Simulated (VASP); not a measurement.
# CdIn2O4: relaxation of cell and atoms with PBEsol

The system is CdIn2O4.

```
Cd In O
1.0
     0.00000    4.58300    4.58300
     4.58300    0.00000    4.58300
     4.58300    4.58300    0.00000
Cd In O
2 4 8
Direct
  0.00000 0.00000 0.00000
  0.25000 0.25000 0.25000
  0.62500 0.62500 0.62500
  0.12500 0.62500 0.62500
  0.62500 0.62500 0.12500
  0.62500 0.12500 0.62500
  0.86500 0.86500 0.86500
  0.84500 0.38500 0.38500
  0.86500 0.86500 0.40500
  0.38500 0.84500 0.38500
  0.40500 0.86500 0.86500
  0.38500 0.38500 0.38500
  0.86500 0.40500 0.86500
  0.38500 0.38500 0.84500
```

* Program: VASP 6.6.1
* Task: relaxation of cell and atoms
* Functional: PBEsol
* Potentials or basis: VASP PAW PBE potentials, release 64 (Cd, In_d, O)
* Cutoff: 600 eV
* k mesh: 6 × 6 × 6
* Occupations: gaussian, width 0.03 eV
* Spin: no spin polarisation
* Further INCAR settings: ALGO = Normal; EDIFF = 1e-06; IBRION = 2; EDIFFG = -0.01; NSW = 90; ISIF = 3

| Property | Result |
| --- | --- |
| Relaxed volume | 13.93 Å³/atom |
| Relaxed cell | a = 6.510 Å, b = 6.510 Å, c = 6.510 Å, α = 60.00°, β = 60.00°, γ = 60.00° |
| Space group after relaxing (to 0.1 Å) | Fd-3m (No. 227) |
| Energy gained by relaxing | 12.5 meV/atom |
| Ionic steps | 5 |
| Pressure after relaxing | 0.0 GPa |
| Band gap on the k mesh | 0.95 eV (least direct gap 1.01 eV) |

Step by step:
| step | energy change (eV) | largest force (eV/Å) | pressure (GPa) | volume (Å³) |
| --- | --- | --- | --- | --- |
| 1 | 0.0000 | 0.9256 | 0.92 | 192.52 |
| 2 | -0.1746 | 0.0262 | 0.20 | 194.73 |
| 3 | -0.1749 | 0.0081 | 0.17 | 194.81 |
| 4 | -0.1749 | 0.0083 | -0.15 | 195.24 |
| 5 | -0.1750 | 0.0015 | 0.00 | 195.04 |

Final structure:
```yaml
crystal:
  lattice:
    - [0.00000, 4.60293, 4.60293]
    - [4.60293, 0.00000, 4.60293]
    - [4.60293, 4.60293, 0.00000]
  atoms:
    - { symbol: Cd, position: [0.00000, 0.00000, 0.00000] }
    - { symbol: Cd, position: [0.25000, 0.25000, 0.25000] }
    - { symbol: In, position: [0.62500, 0.62500, 0.62500] }
    - { symbol: In, position: [0.12500, 0.62500, 0.62500] }
    - { symbol: In, position: [0.62500, 0.62500, 0.12500] }
    - { symbol: In, position: [0.62500, 0.12500, 0.62500] }
    - { symbol: O, position: [0.86209, 0.86209, 0.86209] }
    - { symbol: O, position: [0.83626, 0.38791, 0.38791] }
    - { symbol: O, position: [0.86209, 0.86209, 0.41374] }
    - { symbol: O, position: [0.38791, 0.83626, 0.38791] }
    - { symbol: O, position: [0.41374, 0.86209, 0.86209] }
    - { symbol: O, position: [0.38791, 0.38791, 0.38791] }
    - { symbol: O, position: [0.86209, 0.41374, 0.86209] }
    - { symbol: O, position: [0.38791, 0.38791, 0.83626] }
```

Levels at points of the mesh, in eV from the valence-band top:
| k point | band 58 | band 59 | band 60 | band 61 | band 62 | band 63 | band 64 | band 65 | band 66 | band 67 |
| --- | --- | --- | --- | --- | --- | --- | --- | --- | --- | --- |
| (0.00, 0.00, 0.00) | -0.10 | -0.10 | -0.10 | -0.06 | -0.06 | 0.95 | 4.96 | 5.60 | 5.60 | 5.60 |
| (0.50, 0.00, 0.00) | -0.34 | -0.31 | -0.31 | 0.00 | 0.00 | 3.66 | 3.85 | 5.89 | 6.50 | 6.52 |
| (0.50, 0.50, 0.00) | -0.71 | -0.21 | -0.21 | -0.08 | -0.08 | 4.47 | 4.47 | 5.96 | 5.96 | 6.52 |

Wall time 4.6 min on 4 MPI ranks on Intel(R) Xeon(R) 6975P-C (Granite Rapids), on a shared host, peak memory 0.58 GiB a rank.

Caveat: the PAW data sets were made with another functional, which shifts forces and pressure a little; spin-orbit coupling is left out, which moves the levels of the heavy elements. Zero-point motion and thermal expansion aren't in these numbers.
